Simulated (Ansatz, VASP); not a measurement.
**One calculation of Te2Mo, two programs**

```
CELL_PARAMETERS angstrom
3.51820 0.00000 0.00000
-1.75910 3.04685 0.00000
0.00000 0.00000 13.97360
ATOMIC_POSITIONS crystal
Te 0.33333 0.66667 0.62100
Te 0.66667 0.33333 0.12100
Te 0.33333 0.66667 0.87900
Te 0.66667 0.33333 0.37900
Mo 0.33333 0.66667 0.25000
Mo 0.66667 0.33333 0.75000
```

Alike in both runs: task relaxation of cell and atoms; functional PBE; dispersion D3(BJ); k mesh 10 × 10 × 2; occupations gaussian, width 0.05 eV; no spin polarisation.

```csv
,VASP,Ansatz
version,VASP 6.6.1,Ansatz 0.2.0
potentials or method,"VASP PAW PBE potentials, release 64 (Te, Mo_sv), cutoff 600 eV","scalar-relativistic, plane waves, PAW"
valence electrons in the cell,52,92
```

VASP gave:

* gap on the k mesh at the Fermi level, each at its own relaxed structure (eV): 0.59
* relaxed volume (Å³/atom): 24.12
* relaxed cell length with the largest relative difference (Å): 13.689

Task: Estimate Ansatz's values.

Result: gap on the k mesh at the Fermi level, each at its own relaxed structure (eV): 0.60; relaxed volume (Å³/atom): 24.18; relaxed cell length with the largest relative difference (Å): 13.701.

VASP's potentials hold 52 valence electrons a cell and Ansatz's 92, so a difference there can come from the potentials and not from the codes. Ansatz's warnings: relaxed geometry near dispersion switch.

Spin-orbit coupling is off throughout.
